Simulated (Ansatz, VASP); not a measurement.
## Cu in VASP and in Ansatz

The input INCAR:

```
  PREC = Accurate
  ENCUT = 520
  EDIFF = 1E-6
  ISMEAR = 0
  SIGMA = 0.15
  LREAL = False
  LASPH = True
  NELM = 100
  ALGO = Normal
  ISIF = 2
  LWAVE = False
  LCHARG = False
  GGA = CA
  NBANDS = 12
```

File KPOINTS:

```
Automatic mesh
0
Gamma
  22 22 22
```

File POSCAR:

```
Cu
1.0
   -1.4452500000      1.4452500000      1.4081500000
    1.4452500000     -1.4452500000      1.4081500000
    1.4452500000      1.4452500000     -1.4081500000
Cu
1
Direct
    0.0000000000      0.0000000000      0.0000000000
```

Input for Ansatz:

```yaml
crystal:
  lattice:
    - [-1.44525, 1.44525, 1.40815]
    - [1.44525, -1.44525, 1.40815]
    - [1.44525, 1.44525, -1.40815]
  atoms:
    - { symbol: Cu, position: [0.0, 0.0, 0.0] }
basis:
  ecutwfc: 520.0
kpoints:
  mp_grid: { grid: [22, 22, 22] }
hamiltonian:
  xc: lda
  pseudopotentials: { kind: paw, azcp: { folder: soft_1 } }
scf:
  occupations: { method: gaussian, width: 0.15 }
output:
  forces: true
  stress: true
  eigenvalues: true
```

Alike in both runs: task single point; functional LDA; k mesh 22 × 22 × 22; occupations gaussian, width 0.15 eV; no spin polarisation.

|  | VASP | Ansatz |
| --- | --- | --- |
| version | VASP 6.6.1 | Ansatz 0.2.0 |
| potentials or method | VASP PAW LDA potentials, release 64 (Cu), cutoff 520 eV | scalar-relativistic, plane waves, PAW |
| valence electrons in the cell | 11 | 19 |

Ansatz gave:

- gap on the k mesh at the Fermi level (eV): none
- pressure (GPa): -11.4
- traceless stress, the component that is largest in VASP (GPa): -0.32

Question: Which values does VASP return?

Answer: gap on the k mesh at the Fermi level (eV): none; pressure (GPa): -10.6; traceless stress, the component that is largest in VASP (GPa): -0.35.

Ansatz warns that its potentials were made for another functional, while VASP's fit it. LDA's correlation is that of Perdew and Zunger in VASP and of Perdew and Wang (1992) in Ansatz. A gap of «none» marks a metal or a gap that the smearing closes. VASP's potentials hold 11 valence electrons a cell and Ansatz's 19, so a difference there can come from the potentials and not from the codes.
